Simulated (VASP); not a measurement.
# SiC (Moissanite) (P6_3mc) in VASP: settings compared, part 2 of 2

VASP 6.6.1.

**3. Single point, revPBE+D4**

This run uses another cell than the first one, of 10.96 Å³/atom, 1.019 times its volume.

The input, INCAR:

```
SYSTEM = SiC
PREC = Accurate
ENCUT = 520
EDIFF = 1E-6
ISMEAR = -1
SIGMA = 0.05
LREAL = .FALSE.
LASPH = .TRUE.
NELM = 100
ALGO = Normal
ISIF = 2
LWAVE = .FALSE.
LCHARG = .FALSE.
GGA = RE
IVDW = 13
NBANDS = 16
```

The input, KPOINTS:

```
Automatic mesh
0
G
  10 10 5
  0 0 0
```

The input, POSCAR:

```
SiC
1.0
    3.1363290418      0.0000000000      0.0000000000
   -1.5681645209      2.7161406248      0.0000000000
    0.0000000000      0.0000000000      5.1470055276
Si C
2 2
Direct
    0.6666666667      0.3333333333      0.5000000000
    0.3333333333      0.6666666667      0.0000000000
    0.6666666667      0.3333333333      0.8850000000
    0.3333333333      0.6666666667      0.3850000000
```

Potentials or basis: VASP PAW PBE potentials, release 64 (Si, C).

Started as:

```
cat potpaw_PBE.64/Si/POTCAR potpaw_PBE.64/C/POTCAR > POTCAR
mpirun -np 1 vasp_std > vasp.out
```

Wall time 9.8 s (1 thread of Intel Xeon 6975P-C (Granite Rapids), shared host); peak memory 0.16 GiB.

The run converged. Its results:

| Property | Result |
| --- | --- |
| Free energy | -31.2838 eV |
| Pressure | -14.0 GPa |
| Largest force | 0.636 eV/Å |
| Band gap on the k mesh | 2.51 eV, indirect (least direct gap 3.98 eV) |
| Dispersion energy per atom | -0.614 eV |

Forces in eV/Å, atoms in the order of the input:
```
Si   0.000  0.000  0.636
Si   0.000  0.000  0.636
C    0.000  0.000 -0.636
C    0.000  0.000 -0.636
```

Stress tensor (GPa, compression positive):
```
-13.28   0.00   0.00
  0.00 -13.28   0.00
  0.00   0.00 -15.31
```

Levels at points of the mesh, in eV from the valence-band top:
```csv
k point,band 6,band 7,band 8,band 9,band 10,band 11
"(0.00, 0.00, 0.00)",-0.28,-0.28,0.00,4.15,5.43,6.20
"(0.50, 0.00, 0.00)",-3.42,-3.09,-1.47,2.51,4.13,6.33
```

Caveat: the PAW data sets were made with another functional, which shifts forces and pressure a little.

**4. Single point, LDA**

The input, INCAR:

```
PREC = Accurate
ENCUT = 520
EDIFF = 1E-6
ISMEAR = -1
SIGMA = 0.05
LREAL = F
LASPH = T
NELM = 60
ALGO = Normal
ISIF = 2
LWAVE = F
LCHARG = T
LELF = T
LVHAR = T
NBANDS = 16
```

The input, KPOINTS:

```
regular mesh
0
Gamma
  10 10 5
```

The input, POSCAR:

```
SiC
1.0
    3.1164783262      0.0000000000      0.0000000000
   -1.5582391631      2.6989494007      0.0000000000
    0.0000000000      0.0000000000      5.1144286705
Si C
2 2
Direct
    0.6666666667      0.3333333333      0.5000000000
    0.3333333333      0.6666666667      0.0000000000
    0.6666666667      0.3333333333      0.8850000000
    0.3333333333      0.6666666667      0.3850000000
```

Potentials or basis: VASP PAW LDA potentials, release 64 (Si, C).

Started as:

```
cat potpaw_LDA.64/Si/POTCAR potpaw_LDA.64/C/POTCAR > POTCAR
mpirun -np 1 vasp_std > vasp.out
```

It took 7.8 s on 1 thread of Intel Xeon 6975P-C (Granite Rapids), shared host; peak memory 0.14 GiB.

The run converged. Its results:

| Property | Result |
| --- | --- |
| Free energy | -33.1543 eV |
| Pressure | -11.4 GPa |
| Largest force | 0.676 eV/Å |
| Band gap on the k mesh | 2.42 eV, indirect (least direct gap 3.89 eV) |

Forces on the atoms (eV/Å):
```
Si   0.000  0.000  0.676
Si   0.000  0.000  0.676
C    0.000  0.000 -0.676
C    0.000  0.000 -0.676
```

Stress tensor (GPa, compression positive):
```
-10.46   0.00   0.00
  0.00 -10.46   0.00
  0.00   0.00 -13.27
```

Levels at points of the mesh, in eV from the valence-band top:
| k point | band 4 | band 5 | band 6 | band 7 | band 8 | band 9 | band 10 | band 11 | band 12 | band 13 |
| --- | --- | --- | --- | --- | --- | --- | --- | --- | --- | --- |
| (0.00, 0.00, 0.00) | -1.53 | -1.53 | -0.28 | -0.28 | 0.00 | 4.25 | 5.63 | 6.17 | 6.17 | 7.12 |
| (0.50, 0.00, 0.00) | -6.44 | -5.30 | -3.47 | -3.18 | -1.47 | 2.42 | 4.06 | 6.37 | 6.97 | 9.22 |

A k mesh can miss the band edges.

**5. Single point, LDA**

This run uses another cell than the first one, of 10.96 Å³/atom, 1.019 times its volume.

The input, INCAR:

```
SYSTEM = SiC
ALGO = Normal
EDIFF = 1E-6
ENCUT = 520
GGA = CA
ISIF = 2
ISMEAR = -1
LASPH = .TRUE.
LCHARG = .FALSE.
LREAL = .FALSE.
LWAVE = .FALSE.
NBANDS = 16
NELM = 80
PREC = Accurate
SIGMA = 0.05
```

The input, KPOINTS:

```
k-points
0
G
  10 10 5
  0 0 0
```

The input, POSCAR:

```
SiC
1.0
    3.1363290418      0.0000000000      0.0000000000
   -1.5681645209      2.7161406248      0.0000000000
    0.0000000000      0.0000000000      5.1470055276
Si C
2 2
Direct
    0.6666666667      0.3333333333      0.5000000000
    0.3333333333      0.6666666667      0.0000000000
    0.6666666667      0.3333333333      0.8850000000
    0.3333333333      0.6666666667      0.3850000000
```

Potentials or basis: VASP PAW LDA potentials, release 64 (Si, C).

Started as:

```
cat potpaw_LDA.64/Si/POTCAR potpaw_LDA.64/C/POTCAR > POTCAR
mpirun -np 1 vasp_std > vasp.out
```

OUTCAR:

```text
SYSTEM = SiC
   EDIFF = 1E-6
   ENCUT = 520
   GGA = CA
   ISIF = 2
   ISMEAR = -1
   LASPH = .TRUE.
   LREAL = .FALSE.
   NELM = 80
   PREC = Accurate

 ion  position               nearest neighbor table
   1  0.667  0.333  0.500-   4 1.91   4 1.91   4 1.91   3 1.98   2 3.15   2 3.15   2 3.15   2 3.15
                             2 3.15   2 3.15
   2  0.333  0.667  0.000-   3 1.91   3 1.91   3 1.91   4 1.98   1 3.15   1 3.15   1 3.15   1 3.15
                             1 3.15   1 3.15
   3  0.667  0.333  0.885-   2 1.91   2 1.91   2 1.91   1 1.98
   4  0.333  0.667  0.385-   1 1.91   1 1.91   1 1.91   2 1.98

  LATTYP: Found a hexagonal cell.
 ALAT       =     3.1363290418
 C/A-ratio  =     1.6410923277

  Lattice vectors:

 A1 = (   3.1363290418,   0.0000000000,   0.0000000000)
 A2 = (  -1.5681645209,   2.7161406248,   0.0000000000)
 A3 = (   0.0000000000,   0.0000000000,   5.1470055276)

Analysis of symmetry for initial positions (statically):
=====================================================================
 Subroutine PRICEL returns:
 Original cell was already a primitive cell.

 Routine SETGRP: Setting up the symmetry group for a
 hexagonal supercell.

[... 170 lines left out ...]
  energy without entropy =      -33.08706839  energy(sigma->0) =      -33.08706839

 E-fermi :   8.6073     XC(G=0): -11.3037

 val. band max:        7.7045973080   @ k =   0.0000   0.0000   0.0000
 cond. band min:      10.0887346052   @ k =   0.5000   0.0000   0.0000
 fundamental gap:      2.3841372972
 Fermi energy:         8.6072812868

 k-point     1 :       0.0000    0.0000    0.0000
  band No.  band energies     occupation
      1      -7.4739      2.00000
      2      -4.1390      2.00000
      3      -0.6691      2.00000
      4       6.1814      2.00000
      5       6.1814      2.00000
      6       7.4283      2.00000
[... 433 lines left out ...]
      3      -0.3879      2.00000
      4       1.0556      2.00000
      5       3.1122      2.00000
      6       3.8988      2.00000
[... 8 lines left out ...]
     15      18.3710      0.00000
     16      19.6396      0.00000

 [... further k-points ...]
[... 5 lines left out ...]
  --------------------------------------------------------------------------------------
  -------------------------------------------------------------------------------------
  Total       -3.8358619     -3.8358619     -4.4317916      0.0000000      0.0000000      0.0000000
  in kB     -140.1667633   -140.1667633   -161.9427118      0.0000000      0.0000000      0.0000000
  external PRESSURE =    -147.4254128 kB  Pullay stress =       0.0000000 kB

 VOLUME and BASIS-vectors are now :
 -----------------------------------------------------------------------------
  energy-cutoff  :      520.00
  volume of cell :       43.85
      direct lattice vectors                 reciprocal lattice vectors
     3.136329042  0.000000000  0.000000000     0.318844097  0.184084725  0.000000000
    -1.568164521  2.716140625  0.000000000     0.000000000  0.368169450  0.000000000
     0.000000000  0.000000000  5.147005528     0.000000000  0.000000000  0.194287726

 POSITION                                       TOTAL-FORCE (eV/Angst)
 -----------------------------------------------------------------------------------
      1.56816      0.90538      2.57350        -0.000000      0.000000      0.648522
     -0.00000      1.81076      0.00000         0.000000     -0.000000      0.648522
      1.56816      0.90538      4.55510        -0.000000     -0.000000     -0.648522
     -0.00000      1.81076      1.98160        -0.000000      0.000000     -0.648522
 -----------------------------------------------------------------------------------
    total drift:                               -0.000000     -0.000000     -0.000449

  FREE ENERGIE OF THE ION-ELECTRON SYSTEM (eV)
  ---------------------------------------------------
  free  energy   TOTEN  =       -33.0870683858 eV

  energy  without entropy=      -33.0870683857  energy(sigma->0) =      -33.08706839
```

It took 8 s on 1 thread of Intel Xeon 6975P-C (Granite Rapids), shared host; peak memory 0.14 GiB.

Results:

```yaml
Free_energy: -33.0871 eV
Pressure: -14.7 GPa
Largest_force: 0.649 eV/Å
Band_gap_on_the_k_mesh: 2.38 eV, indirect (least direct gap 3.85 eV)
```

Forces on the atoms (eV/Å):
```
Si   0.000  0.000  0.649
Si   0.000  0.000  0.649
C    0.000  0.000 -0.649
C    0.000  0.000 -0.649
```

Levels at points of the mesh, in eV from the valence-band top:
| k point | band 6 | band 7 | band 8 | band 9 | band 10 | band 11 |
| --- | --- | --- | --- | --- | --- | --- |
| (0.00, 0.00, 0.00) | -0.28 | -0.28 | 0.00 | 4.09 | 5.43 | 6.07 |
| (0.50, 0.00, 0.00) | -3.43 | -3.12 | -1.47 | 2.38 | 4.04 | 6.22 |

**6. Summary**

| level | potentials or basis | cell | gap on the mesh (eV) | pressure (GPa) | largest force (eV/Å) |
| --- | --- | --- | --- | --- | --- |
| revPBE+D4 | VASP PAW PBE potentials, release 64 (Si, C) | a = 3.116, b = 3.116, c = 5.114 Å, angles 90.0, 90.0, 120.0°, 4 atoms | 2.55 | -10.7 | 0.67 |
| revPBE+D4 | VASP PAW PBE potentials, release 64 (Si, C) | a = 3.136, b = 3.136, c = 5.147 Å, angles 90.0, 90.0, 120.0°, 4 atoms | 2.51 | -14.0 | 0.64 |
| LDA | VASP PAW LDA potentials, release 64 (Si, C) | a = 3.116, b = 3.116, c = 5.114 Å, angles 90.0, 90.0, 120.0°, 4 atoms | 2.42 | -11.4 | 0.68 |
| LDA | VASP PAW LDA potentials, release 64 (Si, C) | a = 3.136, b = 3.136, c = 5.147 Å, angles 90.0, 90.0, 120.0°, 4 atoms | 2.38 | -14.7 | 0.65 |

Alike in all rows: task single point; no spin polarisation; k mesh 10 × 10 × 5; cutoff (eV) 520; smearing fermi-dirac 0.05 eV.

Caveats: the PAW data sets were made with another functional, which shifts forces and pressure a little (some runs).

Absolute energies hang on the potentials; compare differences alone.
